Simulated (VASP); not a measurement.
# MoS2 (Cmcm) in VASP: further runs, part 2 of 2

VASP 6.6.1. The steps go on from the part before.

### 3 Single point, PBEsol (strain -0.0450 x Voigt [0, 1, 0, 0, 0, 0])

Input file INCAR:

```
ALGO = Normal
EDIFF = 1E-6
ENCUT = 520
GGA = PS
ISIF = 2
ISMEAR = 0
LASPH = T
LCHARG = T
LELF = T
LREAL = F
LVHAR = T
LWAVE = F
NBANDS = 35
NELM = 100
PREC = Accurate
SIGMA = 0.05
```

Input file KPOINTS:

```
k-points
0
Gamma
  12 12 2
```

Input file POSCAR:

```
MoS2
1.0
    3.1414322073      0.0000000000      0.0000000000
   -1.5707161036      2.5981348915      0.0000000000
    0.0000000000      0.0000000000     12.5788196111
Mo S
2 4
Direct
    0.3333333333      0.6666666667      0.2500000000
    0.6666666667      0.3333333333      0.7500000000
    0.3333333333      0.6666666667      0.6260538431
    0.6666666667      0.3333333333      0.1260538431
    0.3333333333      0.6666666667      0.8739461569
    0.6666666667      0.3333333333      0.3739461569
```

Potentials or basis: VASP PAW PBE potentials, release 64 (Mo_sv, S).

The run is started by

```
cat potpaw_PBE.64/Mo_sv/POTCAR potpaw_PBE.64/S/POTCAR > POTCAR
mpirun -np 1 vasp_std > vasp.out
```

OUTCAR:

```text
EDIFF = 1E-6
   ENCUT = 520
   GGA = PS
   ISIF = 2
   ISMEAR = 0
   LASPH = T
   LREAL = F
   NELM = 100
   PREC = Accurate

 ion  position               nearest neighbor table
   1  0.333  0.667  0.250-   4 2.33   6 2.33   4 2.38   6 2.38   4 2.38   6 2.38
   2  0.667  0.333  0.750-   3 2.33   5 2.33   3 2.38   5 2.38   3 2.38   5 2.38
   3  0.333  0.667  0.626-   2 2.33   2 2.38   2 2.38
   4  0.667  0.333  0.126-   1 2.33   1 2.38   1 2.38
   5  0.333  0.667  0.874-   2 2.33   2 2.38   2 2.38
   6  0.667  0.333  0.374-   1 2.33   1 2.38   1 2.38

  Warning from LATTYP: Monoclinic adjustment (A1->A3, A2->A1, A3->A2)!
  LATTYP: Found a base centered orthorhombic cell.
 ALAT       =     3.1414322073
 B/A-ratio  =     1.6541085212
 C/A-ratio  =     4.0041671381

  Lattice vectors:

 A1 = (   1.5707161036,  -2.5981348915,   0.0000000000)
 A2 = (   1.5707161037,   2.5981348915,   0.0000000000)
 A3 = (   0.0000000000,   0.0000000000,  12.5788196111)

Analysis of symmetry for initial positions (statically):
=====================================================================
 Subroutine PRICEL returns:
 Original cell was already a primitive cell.

 Routine SETGRP: Setting up the symmetry group for a
 base centered orthorhombic supercell.

 Subroutine GETGRP returns: Found  8 space group operations
 (whereof  4 operations were pure point group operations)
 out of a pool of  8 trial point group operations.

The static configuration has the point symmetry C_2h.
 The point group associated with its full space group is D_2h.

Analysis of symmetry for dynamics (positions and initial velocities):
=====================================================================
 Subroutine PRICEL returns:
 Original cell was already a primitive cell.

 Routine SETGRP: Setting up the symmetry group for a
 base centered orthorhombic supercell.

 Subroutine GETGRP returns: Found  8 space group operations
 (whereof  4 operations were pure point group operations)
 out of a pool of  8 trial point group operations.

The dynamic configuration has the point symmetry C_2h.
 The point group associated with its full space group is D_2h.

 Subroutine INISYM returns: Found  8 space group operations
 (whereof  4 operations are pure point group operations),
 and found     1 'primitive' translations

----------------------------------------------------------------------------------------

                                     Primitive cell

  volume of cell :     102.6666

  direct lattice vectors                    reciprocal lattice vectors
     3.141432207  0.000000000  0.000000000     0.318326144  0.192445743  0.000000000
    -1.570716104  2.598134891  0.000000000     0.000000000  0.384891486  0.000000000
     0.000000000  0.000000000 12.578819611     0.000000000  0.000000000  0.079498715

  length of vectors
     3.141432207  3.036026020 12.578819611     0.371977012  0.384891486  0.079498715

  position of ions in fractional coordinates (direct lattice)
     0.333333333  0.666666667  0.250000000
     0.666666667  0.333333333  0.750000000
     0.333333333  0.666666667  0.626053843
     0.666666667  0.333333333  0.126053843
     0.333333333  0.666666667  0.873946157
[... 29 lines left out ...]
  Shift w.r.t. Gamma in fractional coordinates (k-lattice)
     0.000000000  0.000000000  0.000000000

 Subroutine IBZKPT returns following result:
 ===========================================

 Found     86 irreducible k-points:

 Following reciprocal coordinates:
            Coordinates               Weight
  0.000000  0.000000  0.000000      1.000000
  0.083333 -0.000000  0.000000      4.000000
  0.166667  0.000000  0.000000      4.000000
  0.250000  0.000000  0.000000      4.000000
  0.333333  0.000000  0.000000      4.000000
  0.416667  0.000000  0.000000      4.000000
[... 16 lines left out ...]
  0.333333  0.166667  0.000000      4.000000
  0.416667  0.166667  0.000000      4.000000
 [... further k-points ...]
   k-points           NKPTS =     86   k-points in BZ     NKDIM =     86   number of bands    NBANDS=     35
   number of dos      NEDOS =    301   number of ions     NIONS =      6
   total plane-waves  NPLWV =  55296
   dimension x,y,z NGX =    24 NGY =   24 NGZ =   96
   dimension x,y,z NGXF=    48 NGYF=   48 NGZF=  192
   ions per type =               2   4
   NGX,Y,Z   is equivalent  to a cutoff of  12.70, 13.14, 12.69 a.u.
   NGXF,Y,Z  is equivalent  to a cutoff of  25.40, 26.28, 25.38 a.u.
 SYSTEM =  unknown system
   PREC   = accura    normal or accurate (medium, high low for compatibility)
   ISTART =      0    job   : 0-new  1-cont  2-samecut
   ICHARG =      2    charge: 1-file 2-atom 10-const
   ISPIN  =      1    spin polarized calculation?
   LNONCOLLINEAR =      F non collinear calculations
   LSORBIT =      F    spin-orbit coupling
   LASPH  =      T    aspherical Exc in radial PAW
   ENCUT  =  520.0 eV  38.22 Ry    6.18 a.u.   5.84  5.64 23.39*2*pi/ulx,y,z
   NELM   =    100;   NELMIN=  2; NELMDL= -5     # of ELM steps
   EDIFF  = 0.1E-05   stopping-criterion for ELM
   LREAL  =      F    real-space projection
   EDIFFG = 0.1E-04   stopping-criterion for IOM
   NSW    =      0    number of steps for IOM
   IBRION =     -1    ionic relax: 0-MD 1-quasi-New 2-CG
   NFREE  =      0    steps in history (QN), initial steepest desc. (CG)
   ISIF   =      2    stress and relaxation
   ISYM   =      2    0-nonsym 1-usesym 2-fastsym
   POTIM  = 0.5000    time-step for ionic-motion
   TEBEG  =    0.0;   TEEND  =   0.0 temperature during run
   PSTRESS=    0.0 pullay stress
   NELECT =      52.0000    total number of electrons
   NUPDOWN=      -1.0000    fix difference up-down
   EMIN   =  10.00;   EMAX   =-10.00  energy-range for DOS
   EFERMI =   0.00;   METHOD = LEGACY
   ISMEAR =     0;   SIGMA  =   0.05  broadening in eV -4-tet -1-fermi 0-gaus
   EFERMI_NEDOS =   21; number of points for ismear=-14 and -15
   IALGO  =     38    algorithm
   IMIX   =      4    mixing-type and parameters
     AMIX     =   0.40;   BMIX     =  1.00
     AMIX_MAG =   1.60;   BMIX_MAG =  1.00
  volume/ion in A,a.u.               =      17.11       115.47
  Fermi-wavevector in a.u.,A,eV,Ry     =   1.304967  2.466030 23.169889  1.702939
  Thomas-Fermi vector in A             =   2.435867
   LORBIT       =      0    0 simple, 1 ext, 2 COOP (PROOUT), +10 PAW based schemes
   GGA     = PS    functional components
   LHFCALC =     F    Hartree Fock is set to
   AEXX    =    0.0000 exact exchange contribution
   IVDW    =     0    specifies the selected vdW correction
   LEPSILON=     F    determine dielectric tensor
   LRPA    =     F    only Hartree local field effects (RPA)
 non-spin polarized calculation
 Gauss-broadening in eV      SIGMA  =   0.05
  energy-cutoff  :      520.00
  volume of cell :      102.67
 maximum number of plane-waves:      2794
   NGX = 11   NGY = 11   NGZ = 47

 number of electron      52.0000003 magnetization

 Free energy of the ion-electron system (eV)
  ---------------------------------------------------
  ext. energy  EPLUGINS =         0.00000000
  ---------------------------------------------------
  free energy    TOTEN  =       -46.70328452 eV

  energy without entropy =      -46.70328452  energy(sigma->0) =      -46.70328452

 E-fermi :   7.9907     XC(G=0): -11.1452

 val. band max:        7.6969418099   @ k =   0.0000   0.0000   0.0000
 cond. band min:       8.7797703272   @ k =  -0.3333   0.1667   0.0000
 fundamental gap:      1.0828285173
 Fermi energy:         7.9907446026

 k-point     1 :       0.0000    0.0000    0.0000
  band No.  band energies     occupation
      1     -53.3663      2.00000
      2     -53.3663      2.00000
      3     -27.6455      2.00000
      4     -27.6454      2.00000
      5     -27.3127      2.00000
      6     -27.3127      2.00000
[... 901 lines left out ...]
     34      12.5641      0.00000
     35      13.8490      0.00000

 [... further k-points ...]
[... 5 lines left out ...]
  --------------------------------------------------------------------------------------
  -------------------------------------------------------------------------------------
  Total        2.6534443      8.9512779      3.2362126      0.0000000      0.0000000      0.0000000
  in kB       41.4086699    139.6903314     50.5031365      0.0000000      0.0000000      0.0000000
  external PRESSURE =      77.2007126 kB  Pullay stress =       0.0000000 kB

 VOLUME and BASIS-vectors are now :
 -----------------------------------------------------------------------------
  energy-cutoff  :      520.00
  volume of cell :      102.67
      direct lattice vectors                 reciprocal lattice vectors
     3.141432207  0.000000000  0.000000000     0.318326144  0.192445743  0.000000000
    -1.570716104  2.598134891  0.000000000     0.000000000  0.384891486  0.000000000
     0.000000000  0.000000000 12.578819611     0.000000000  0.000000000  0.079498715

 POSITION                                       TOTAL-FORCE (eV/Angst)
 -----------------------------------------------------------------------------------
     -0.00000      1.73209      3.14470        -0.000000     -0.423325      0.000000
      1.57072      0.86604      9.43411         0.000000      0.423325      0.000000
     -0.00000      1.73209      7.87502        -0.000000     -0.213514     -0.515167
      1.57072      0.86604      1.58561         0.000000      0.213514     -0.515167
     -0.00000      1.73209     10.99321        -0.000000     -0.213514      0.515167
      1.57072      0.86604      4.70380         0.000000      0.213514      0.515167
 -----------------------------------------------------------------------------------
    total drift:                                0.000000     -0.000000      0.000000

  FREE ENERGIE OF THE ION-ELECTRON SYSTEM (eV)
  ---------------------------------------------------
  free  energy   TOTEN  =       -46.7032845160 eV

  energy  without entropy=      -46.7032845160  energy(sigma->0) =      -46.70328452
```

Run time: 6.2 min. Hardware: 1 thread of Intel Xeon 8259CL, shared host; peak memory 0.38 GiB.

Results:

```yaml
Free_energy: -46.7033 eV
Pressure: 7.7 GPa
Largest_force: 0.558 eV/Å
Band_gap_on_the_k_mesh: 1.08 eV (least direct gap 1.98 eV)
```

Forces on the atoms (eV/Å):
```
Mo   0.000 -0.423  0.000
Mo   0.000  0.423  0.000
S    0.000 -0.214 -0.515
S    0.000  0.214 -0.515
S    0.000 -0.214  0.515
S    0.000  0.214  0.515
```

Caveat: the cell differs from its parent crystal (strain -0.0450 x Voigt [0, 1, 0, 0, 0, 0]); the cell stands under pressure; the PAW data sets were made with another functional, which shifts forces and pressure a little; this functional lacks dispersion, which binds the layers, so the pressure and a relaxed spacing across them are unreliable. A k mesh can miss the band edges.

### 4 Single point, PBEsol (strain -0.0300 x Voigt [0, 1, 0, 0, 0, 0])

Input file INCAR:

```
SYSTEM = MoS2
  PREC = Accurate
  ENCUT = 520
  EDIFF = 1E-6
  ISMEAR = 0
  SIGMA = 0.05
  LREAL = .False.
  LASPH = .True.
  NELM = 60
  ALGO = Normal
  ISIF = 2
  LWAVE = .False.
  LCHARG = .True.
  GGA = PS
  LELF = .True.
  LVHAR = .True.
  NBANDS = 35
```

Input file KPOINTS:

```
regular mesh
0
Gamma
  12 12 2
  0 0 0
```

Edit POSCAR of step 3 so:

```diff
@@ -3,3 +3,3 @@
     3.1414322073      0.0000000000      0.0000000000
-   -1.5707161036      2.5981348915      0.0000000000
+   -1.5707161036      2.6389432929      0.0000000000
     0.0000000000      0.0000000000     12.5788196111
```

The run is started by

```
cat potpaw_PBE.64/Mo_sv/POTCAR potpaw_PBE.64/S/POTCAR > POTCAR
mpirun -np 1 vasp_std > vasp.out
```

It took 5.6 min on 1 thread of Intel Xeon 8259CL, shared host; peak memory 0.39 GiB.

Results (log left out):

```
Free energy            : -46.8184 eV
Pressure               : 4.9 GPa
Largest force          : 0.357 eV/Å
Band gap on the k mesh : 1.05 eV (least direct gap 1.90 eV)
```

Forces on the atoms (eV/Å):
```
Mo   0.000 -0.255  0.000
Mo   0.000  0.255  0.000
S    0.000 -0.129 -0.333
S    0.000  0.129 -0.333
S    0.000 -0.129  0.333
S    0.000  0.129  0.333
```

Stress tensor (GPa, compression positive):
```
2.62 0.00 0.00
0.00 8.82 0.00
0.00 0.00 3.19
```

Levels at points of the mesh, in eV from the valence-band top:
```tsv
k point	band 22	band 23	band 24	band 25	band 26	band 27	band 28	band 29	band 30	band 31
(0.00, 0.00, 0.00)	-1.86	-1.85	-1.34	-1.21	0.00	2.37	2.38	2.60	2.65	2.67
(0.50, 0.00, 0.00)	-2.50	-1.30	-1.28	-1.23	-1.13	2.03	2.05	2.44	2.71	3.19
(0.00, 0.50, 0.00)	-2.41	-1.60	-1.44	-1.16	-1.09	2.10	2.13	2.40	2.75	3.13
(0.00, 0.00, 0.50)	-1.97	-1.85	-1.85	-0.32	-0.32	2.37	2.37	2.66	2.66	2.67
(0.50, 0.00, 0.50)	-2.60	-1.27	-1.27	-1.20	-1.20	2.04	2.04	2.58	2.58	3.52
(0.00, 0.50, 0.50)	-2.53	-1.52	-1.52	-1.12	-1.12	2.11	2.11	2.58	2.58	3.46
```

Caveat: the cell differs from its parent crystal (strain -0.0300 x Voigt [0, 1, 0, 0, 0, 0]); the cell stands under pressure; the PAW data sets were made with another functional, which shifts forces and pressure a little; this functional lacks dispersion, which binds the layers, so the pressure and a relaxed spacing across them are unreliable. A k mesh can miss the band edges.

### 5 The runs side by side

| cell | gap on the mesh (eV) | pressure (GPa) | largest force (eV/Å) |
| --- | --- | --- | --- |
| a = 3.141, b = 3.001, c = 12.579 Å, angles 90.0, 90.0, 121.6°, 6 atoms | 1.12 | 10.9 | 0.77 |
| a = 3.141, b = 3.036, c = 12.579 Å, angles 90.0, 90.0, 121.2°, 6 atoms | 1.08 | 7.7 | 0.56 |
| a = 3.141, b = 3.071, c = 12.579 Å, angles 90.0, 90.0, 120.8°, 6 atoms | 1.05 | 4.9 | 0.36 |

Alike in all rows: task single point; level PBEsol; potentials or basis VASP PAW PBE potentials, release 64 (Mo_sv, S); no spin polarisation; k mesh 12 × 12 × 2; cutoff (eV) 520; smearing gaussian 0.05 eV.

Caveats: the cell stands under pressure; the PAW data sets were made with another functional, which shifts forces and pressure a little; this functional lacks dispersion, which binds the layers, so the pressure and a relaxed spacing across them are unreliable.

Absolute energies hang on the potentials; compare differences alone.
